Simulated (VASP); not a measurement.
Runs of VASP 6.6.1 on TaN. The structure is that of space group Fm-3m (No. 225), or close to it. The cells are those of the table. 

```tsv
task	potentials or basis	cell	cutoff (eV)	smearing	gap on the mesh (eV)	pressure (GPa)
single point	VASP PAW PBE potentials, release 64 (Ta_sv_GW, N)	a = 3.062 Å, angles 60.0°, 2 atoms	700	gaussian 0.1 eV	none	12.0
single point	VASP PAW PBE potentials, release 64 (Ta_sv_GW, N)	a = 3.097 Å, angles 60.0°, 2 atoms	700	gaussian 0.1 eV	none	-1.1
single point	VASP PAW PBE potentials, release 64 (Ta_pv, N)	a = 3.002 Å, angles 60.0°, 2 atoms	520	fermi-dirac 0.15 eV	none	(a)
single point	VASP PAW PBE potentials, release 64 (Ta_sv_GW, N)	a = 3.083 Å, angles 60.0°, 2 atoms	700	gaussian 0.1 eV	none	(b)
relaxation of cell and atoms	VASP PAW PBE potentials, release 64 (Ta_pv, N)	relaxed to 40 GPa from a = 3.095 Å, angles 60.0°, 2 atoms	600	fermi-dirac 0.15 eV	none	40.0
single point	VASP PAW PBE potentials, release 64 (Ta_sv_GW, N)	a = 3.091 Å, angles 60.0°, 2 atoms	700	gaussian 0.1 eV	none	1.0
```

Alike in all rows: level PBEsol; no spin polarisation.

Estimate the missing entries.

(a) 41.6; (b) 4.1.

Caveats: the PAW data sets were made with another functional, which shifts forces and pressure a little; spin-orbit coupling is left out, which moves the levels of the heavy elements; the cell stands under pressure (at least some runs); the cell is relaxed towards a set pressure, so the run minimises the enthalpy, not the energy (at least some runs); the highest band is partly filled, so the run has too few bands (at least some runs).

A k mesh can miss the band edges, and the runs leave out spin-orbit coupling on Ta.

A gap of «none» marks levels without a gap at the run's occupations.

The runs don't all hold the same shells in valence.
